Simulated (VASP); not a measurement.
# TiAl5 (I4/mmm) in VASP: density of states with PBE

Aim: the density of states of TiAl5 with PBE.

All numbers are computed with VASP 6.6.1; they aren't measurements. Logs are shortened: lines on timing, memory, paths and dates and some standing lists are left out, and cuts for length are marked.

**1. The cell of the first run**

Symmetry: I4/mmm, No. 139, tetragonal system. The conventional cell has a = 6.589 Å, b = 6.589 Å, c = 5.481 Å, α = 90.00°, β = 90.00°, γ = 90.00°. Within 3.6 Å of Ti (site symmetry 4/mmm) lie 10 Al at 2.70 to 2.74 Å. Within 3.6 Å of Al (site symmetry 2/m) lie 2 Ti at 2.70 Å and 8 Al at 2.70 to 3.29 Å. Within 3.6 Å of Al (site symmetry 4/mmm) lie 8 Al at 2.70 Å and 2 Ti at 2.74 Å.

**2. Density of states, PBE**

POSCAR reads:

```
TiAl5
1.0
   -3.2942710655      3.2942710655      2.7404088811
    3.2942710655     -3.2942710655      2.7404088811
    3.2942710655      3.2942710655     -2.7404088811
Ti Al
1 5
Direct
    0.5000000000      0.5000000000      0.0000000000
    0.5000000000      0.5000000000      0.5000000000
    0.0000000000      0.0000000000      0.5000000000
    0.5000000000      0.0000000000      0.0000000000
    0.0000000000      0.5000000000      0.0000000000
    0.0000000000      0.0000000000      0.0000000000
```

INCAR.step1 reads:

```
SYSTEM = TiAl5
PREC = Accurate ; ENCUT = 520
EDIFF = 1E-6 ; ISMEAR = 0
SIGMA = 0.1 ; LREAL = .False.
LASPH = .True. ; NELM = 60
ALGO = Fast ; ISIF = 2
LWAVE = .False. ; LCHARG = .True.
LMAXMIX = 4 ; GGA = PE
NBANDS = 22
```

KPOINTS.step1 reads:

```
Automatic mesh
0
Gamma
  10 10 10
  0 0 0
```

INCAR.step2 reads:

```
SYSTEM = TiAl5
PREC = Accurate ; ENCUT = 520
EDIFF = 1E-6 ; ISMEAR = -5
SIGMA = 0.1 ; LREAL = .False.
LASPH = .True. ; NELM = 60
ALGO = Fast ; ISIF = 2
LWAVE = .False. ; LCHARG = .False.
LMAXMIX = 4 ; GGA = PE
LORBIT = 10 ; NEDOS = 2001
ICHARG = 11
```

KPOINTS.step2 reads:

```
Automatic mesh
0
Gamma
  15 15 15
  0 0 0
```

Potentials or basis: VASP PAW PBE potentials, release 64 (Ti_sv, Al).

Launch:

```sh
$ cat potpaw_PBE.64/Ti_sv/POTCAR potpaw_PBE.64/Al/POTCAR > POTCAR
$ cp INCAR.step1 INCAR
$ cp KPOINTS.step1 KPOINTS
$ mpirun -np 1 vasp_std > vasp.out
$ cp INCAR.step2 INCAR
$ cp KPOINTS.step2 KPOINTS
$ mpirun -np 1 vasp_std > vasp.out
```

OUTCAR:

```text
SYSTEM = TiAl5
   PREC = Accurate
   ENCUT = 520
   EDIFF = 1E-6
   ISMEAR = -5
   LREAL = .False.
   LASPH = .True.
   NELM = 60
   ISIF = 2
   GGA = PE
   LORBIT = 10
   ICHARG = 11

 ion  position               nearest neighbor table
   1  0.500  0.500  0.000-   2 2.70   3 2.70   4 2.70   5 2.70   2 2.70   4 2.70   5 2.70   3 2.70
                             6 2.74   6 2.74
   2  0.500  0.500  0.500-   1 2.70   6 2.70   1 2.70   6 2.70   3 2.74   3 2.74   4 3.29   5 3.29
                             4 3.29   5 3.29
   3  0.000  0.000  0.500-   1 2.70   6 2.70   6 2.70   1 2.70   2 2.74   2 2.74   5 3.29   4 3.29
                             4 3.29   5 3.29
   4  0.500  0.000  0.000-   1 2.70   6 2.70   1 2.70   6 2.70   5 2.74   5 2.74   2 3.29   3 3.29
                             3 3.29   2 3.29
   5  0.000  0.500  0.000-   1 2.70   6 2.70   6 2.70   1 2.70   4 2.74   4 2.74   3 3.29   3 3.29
                             2 3.29   2 3.29
   6  0.000  0.000  0.000-   2 2.70   3 2.70   4 2.70   5 2.70   3 2.70   5 2.70   4 2.70   2 2.70
                             1 2.74   1 2.74

  LATTYP: Found a body centered tetragonal cell.
 ALAT       =     6.5885421310
 C/A-ratio  =     0.8318710958

  Lattice vectors:

 A1 = (  -3.2942710655,   3.2942710655,   2.7404088811)
 A2 = (   3.2942710655,  -3.2942710655,   2.7404088811)
 A3 = (   3.2942710655,   3.2942710655,  -2.7404088811)

Analysis of symmetry for initial positions (statically):
=====================================================================
 Subroutine PRICEL returns:
 Original cell was already a primitive cell.

 Routine SETGRP: Setting up the symmetry group for a
 body centered tetragonal supercell.

 Subroutine GETGRP returns: Found 16 space group operations
 (whereof 16 operations were pure point group operations)
 out of a pool of 16 trial point group operations.

The static configuration has the point symmetry D_4h.

Analysis of symmetry for dynamics (positions and initial velocities):
=====================================================================
 Subroutine PRICEL returns:
 Original cell was already a primitive cell.

 Routine SETGRP: Setting up the symmetry group for a
 body centered tetragonal supercell.

 Subroutine GETGRP returns: Found 16 space group operations
 (whereof 16 operations were pure point group operations)
 out of a pool of 16 trial point group operations.

The dynamic configuration has the point symmetry D_4h.

 Subroutine INISYM returns: Found 16 space group operations
 (whereof 16 operations are pure point group operations),
 and found     1 'primitive' translations

----------------------------------------------------------------------------------------

                                     Primitive cell

  volume of cell :     118.9581

  direct lattice vectors                    reciprocal lattice vectors
    -3.294271065  3.294271065  2.740408881     0.000000000  0.151778645  0.182454525
     3.294271065 -3.294271065  2.740408881     0.151778645  0.000000000  0.182454525
     3.294271065  3.294271065 -2.740408881     0.151778645  0.151778645  0.000000000

  length of vectors
     5.405024009  5.405024009  5.405024009     0.237331858  0.237331858  0.214647419

  position of ions in fractional coordinates (direct lattice)
     0.500000000  0.500000000  0.000000000
     0.500000000  0.500000000  0.500000000
     0.000000000  0.000000000  0.500000000
     0.500000000  1.000000000  0.000000000
     1.000000000  0.500000000  0.000000000
     0.000000000  0.000000000  0.000000000

  ion indices of the primitive-cell ions
   primitive index   ion index
                 1           1
                 2           2
                 3           3
                 4           4
                 5           5
                 6           6

----------------------------------------------------------------------------------------

 KPOINTS: Automatic mesh

Automatic generation of k-mesh.
 Grid dimensions read from file:
 generate k-points for:   15   15   15

 Generating k-lattice:

  Cartesian coordinates                     Fractional coordinates (reciprocal lattice)
     0.000000000  0.010118576  0.012163635     0.066666667 -0.000000000  0.000000000
     0.010118576  0.000000000  0.012163635    -0.000000000  0.066666667  0.000000000
     0.010118576  0.010118576  0.000000000     0.000000000  0.000000000  0.066666667

  Length of vectors
     0.015822124  0.015822124  0.014309828

  Shift w.r.t. Gamma in fractional coordinates (k-lattice)
     0.000000000  0.000000000  0.000000000

 TETIRR: Found   8139 inequivalent tetrahedra from    20250

 Subroutine IBZKPT returns following result:
 ===========================================

 Found    288 irreducible k-points:

 Following reciprocal coordinates:
            Coordinates               Weight
  0.000000  0.000000  0.000000      1.000000
  0.066667  0.000000  0.000000      8.000000
  0.133333 -0.000000  0.000000      8.000000
  0.200000  0.000000 -0.000000      8.000000
  0.266667 -0.000000  0.000000      8.000000
  0.333333  0.000000 -0.000000      8.000000
[... 16 lines left out ...]
  0.133333  0.133333  0.000000      8.000000
  0.200000  0.133333 -0.000000     16.000000
 [... further k-points ...]
   k-points           NKPTS =    288   k-points in BZ     NKDIM =    288   number of bands    NBANDS=     17
   number of dos      NEDOS =   2001   number of ions     NIONS =      6
   total plane-waves  NPLWV =  64000
   dimension x,y,z NGX =    40 NGY =   40 NGZ =   40
   dimension x,y,z NGXF=    80 NGYF=   80 NGZF=   80
   ions per type =               1   5
   NGX,Y,Z   is equivalent  to a cutoff of  12.30, 12.30, 12.30 a.u.
   NGXF,Y,Z  is equivalent  to a cutoff of  24.61, 24.61, 24.61 a.u.
 SYSTEM =  TiAl5
   PREC   = accura    normal or accurate (medium, high low for compatibility)
   ISTART =      0    job   : 0-new  1-cont  2-samecut
   ICHARG =     11    charge: 1-file 2-atom 10-const
   ISPIN  =      1    spin polarized calculation?
   LNONCOLLINEAR =      F non collinear calculations
   LSORBIT =      F    spin-orbit coupling
   LASPH  =      T    aspherical Exc in radial PAW
   ENCUT  =  520.0 eV  38.22 Ry    6.18 a.u.  10.05 10.05 10.05*2*pi/ulx,y,z
   NELM   =     60;   NELMIN=  2; NELMDL=  0     # of ELM steps
   EDIFF  = 0.1E-05   stopping-criterion for ELM
   LREAL  =      F    real-space projection
   EDIFFG = 0.1E-04   stopping-criterion for IOM
   NSW    =      0    number of steps for IOM
   IBRION =     -1    ionic relax: 0-MD 1-quasi-New 2-CG
   NFREE  =      0    steps in history (QN), initial steepest desc. (CG)
   ISIF   =      2    stress and relaxation
   ISYM   =      2    0-nonsym 1-usesym 2-fastsym
   POTIM  = 0.5000    time-step for ionic-motion
   TEBEG  =    0.0;   TEEND  =   0.0 temperature during run
   PSTRESS=    0.0 pullay stress
   NELECT =      27.0000    total number of electrons
   NUPDOWN=      -1.0000    fix difference up-down
   EMIN   =  10.00;   EMAX   =-10.00  energy-range for DOS
   EFERMI =   0.00;   METHOD = LEGACY
   ISMEAR =    -5;   SIGMA  =   0.10  broadening in eV -4-tet -1-fermi 0-gaus
   EFERMI_NEDOS =   21; number of points for ismear=-14 and -15
   IALGO  =     68    algorithm
   IMIX   =      4    mixing-type and parameters
     AMIX     =   0.40;   BMIX     =  1.00
     AMIX_MAG =   1.60;   BMIX_MAG =  1.00
  volume/ion in A,a.u.               =      19.83       133.79
  Fermi-wavevector in a.u.,A,eV,Ry     =   0.998615  1.887109 13.568164  0.997232
  Thomas-Fermi vector in A             =   2.130850
   LORBIT       =     10    0 simple, 1 ext, 2 COOP (PROOUT), +10 PAW based schemes
   GGA     = PE    functional components
   LHFCALC =     F    Hartree Fock is set to
   AEXX    =    0.0000 exact exchange contribution
   IVDW    =     0    specifies the selected vdW correction
   LEPSILON=     F    determine dielectric tensor
   LRPA    =     F    only Hartree local field effects (RPA)
 non-spin polarized calculation
 RMM-DIIS sequential band-by-band and
 Fermi weights with tetrahedron method with Bloechl corrections
  energy-cutoff  :      520.00
  volume of cell :      118.96
 maximum number of plane-waves:      3242

 number of electron      26.9999995 magnetization

 Free energy of the ion-electron system (eV)
  ---------------------------------------------------
  ext. energy  EPLUGINS =         0.00000000
  ---------------------------------------------------
  free energy    TOTEN  =       -27.14772309 eV

  energy without entropy =      -27.14772309  energy(sigma->0) =      -27.14772309

 E-fermi :   5.8204     XC(G=0):  -9.5281

 val. band max:        5.8340057043   @ k =  -0.3333   0.2000   0.0667
 cond. band min:       5.7877961740   @ k =  -0.2667   0.2667   0.0667
 fundamental gap:     -0.0462095303
 Fermi energy:         5.8204285159

 k-point     1 :       0.0000    0.0000    0.0000
  band No.  band energies     occupation
      1     -50.3757      2.00000
      2     -26.7114      2.00000
      3     -26.6710      2.00000
      4     -26.6710      2.00000
      5      -3.5051      2.00000
      6       1.5941      2.00000
[... 9 lines left out ...]
     16       6.6625      0.00000
     17       7.8101      0.00000

 k-point     2 :       0.0667    0.0000    0.0000
  band No.  band energies     occupation
      1     -50.3757      2.00000
      2     -26.7115      2.00000
      3     -26.6711      2.00000
      4     -26.6711      2.00000
      5      -3.4693      2.00000
      6       1.5308      2.00000
[... 9 lines left out ...]
     16       6.8224      0.00000
     17       8.1142      0.00000
[... 421 lines left out ...]
 k-point    24 :       0.2000    0.1333   -0.0000
  band No.  band energies     occupation
      1     -50.3757      2.00000
      2     -26.7124      2.00000
      3     -26.6716      2.00000
      4     -26.6714      2.00000
      5      -2.7949      2.00000
      6       0.4644      2.00000
[... 9 lines left out ...]
     16       7.0340      0.00000
     17       7.9148      0.00000

 [... further k-points ...]
[... 5 lines left out ...]
  --------------------------------------------------------------------------------------
  -------------------------------------------------------------------------------------
  Total       -0.1690554     -0.1690554      0.1084338      0.0000000      0.0000000      0.0000000
  in kB       -2.2769089     -2.2769089      1.4604320      0.0000000      0.0000000      0.0000000
  external PRESSURE =      -1.0311286 kB  Pullay stress =       0.0000000 kB

 VOLUME and BASIS-vectors are now :
 -----------------------------------------------------------------------------
  energy-cutoff  :      520.00
  volume of cell :      118.96
      direct lattice vectors                 reciprocal lattice vectors
    -3.294271065  3.294271065  2.740408881     0.000000000  0.151778645  0.182454525
     3.294271065 -3.294271065  2.740408881     0.151778645  0.000000000  0.182454525
     3.294271065  3.294271065 -2.740408881     0.151778645  0.151778645  0.000000000

 POSITION                                       TOTAL-FORCE (eV/Angst)
 -----------------------------------------------------------------------------------
      0.00000      0.00000      2.74041         0.000000     -0.000000     -0.000000
      1.64714      1.64714      1.37020        -0.000000      0.000000      0.000000
      1.64714      1.64714     -1.37020        -0.000000      0.000000      0.000000
     -1.64714      1.64714      1.37020        -0.000000      0.000000      0.000000
      1.64714     -1.64714      1.37020        -0.000000      0.000000      0.000000
      0.00000      0.00000      0.00000        -0.000000      0.000000      0.000000
 -----------------------------------------------------------------------------------
    total drift:                               -0.000000     -0.000000      0.000000

  FREE ENERGIE OF THE ION-ELECTRON SYSTEM (eV)
  ---------------------------------------------------
  free  energy   TOTEN  =       -27.1477230928 eV

  energy  without entropy=      -27.1477230928  energy(sigma->0) =      -27.14772309

 total charge

# of ion       s       p       d       tot
------------------------------------------
    1        2.180   6.141   2.045  10.365
    2        0.444   0.349   0.000   0.793
    3        0.444   0.349   0.000   0.793
    4        0.444   0.349   0.000   0.793
    5        0.444   0.349   0.000   0.793
    6        0.424   0.405   0.000   0.829
--------------------------------------------------
tot          4.378   7.942   2.045  14.365
```

Wall time 16 min (1 thread of Intel Xeon 6975P-C, shared host); peak memory 0.66 GiB.

What came out:

| Property | Result |
| --- | --- |
| Valence electrons inside the program's atomic spheres | Ti 10.37; Al 0.79, 0.83 |

Caveat: tetrahedron occupations give inexact forces and stress in metals.
